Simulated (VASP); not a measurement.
Input of a VASP 6.6.1 run:

Contents of INCAR:

```
PREC = Accurate ; ENCUT = 500
EDIFF = 1E-6 ; ISMEAR = -1
SIGMA = 0.05 ; LREAL = False
LASPH = True ; NELM = 120
ALGO = Normal ; ISIF = 2
LWAVE = False ; LCHARG = False
GGA = PE ; NBANDS = 17
GGA_COMPAT = False
```

KPOINTS

```
Automatic mesh
0
Gamma
  11 11 11
```

File POSCAR:

```
SnSe
1.0
    0.0000000000      3.2475956032      3.2475956032
    3.2475956032      0.0000000000      3.2475956032
    3.2475956032      3.2475956032      0.0000000000
Sn Se
1 1
Direct
    0.0000000000      0.0000000000      0.0000000000
    0.2500000000      0.2500000000      0.2500000000
```

Potentials or basis: VASP PAW PBE potentials, release 64 (Sn_d, Se).

Launch:

```console
$ cat potpaw_PBE.64/Sn_d/POTCAR potpaw_PBE.64/Se/POTCAR > POTCAR
$ mpirun -np 1 vasp_std > vasp.out
```

Question: Predict the band gap on the k mesh.

Answer: Zero (band 10 reaches 4.02 eV, above the bottom of band 11 at 3.74 eV).

Question: Estimate the pressure.

Answer: 4.8 GPa.

Caveat: spin-orbit coupling is left out, which moves the levels of the heavy elements.
